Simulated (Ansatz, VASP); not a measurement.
One calculation of Te, two programs

```
Te
1.0
     5.38244    0.00000    0.00000
     0.00000    3.16814    0.00000
     0.00000    0.00000    4.81039
Te
2
Direct
  0.75000 0.50000 0.37798
  0.25000 0.50000 0.62202
```

Alike in both runs: functional PBE; k mesh 10 × 18 × 12; occupations gaussian, width 0.1 eV; no spin polarisation.

Ansatz relaxed the structure, and its values are those at the end. VASP's run is a single point on that final structure, the one shown.

|  | VASP | Ansatz |
| --- | --- | --- |
| version | VASP 6.6.1 | Ansatz 0.2.0 |
| potentials or method | VASP PAW PBE potentials, release 64 (Te), cutoff 520 eV | scalar-relativistic, plane waves, PAW |
| valence electrons in the cell | 12 | 32 |

```tsv
	VASP	Ansatz	Ansatz less VASP
gap on the k mesh at the Fermi level (eV)	none	none	-
pressure (GPa)	0.0	0.0	+0.02
rms of the force components (eV/Å)	0.005	0.005	+0.0004
```

A gap of «none» marks a metal or a gap that the smearing closes. VASP's potentials hold 12 valence electrons a cell and Ansatz's 32, so a difference there can come from the potentials and not from the codes.

Spin-orbit coupling is off throughout.
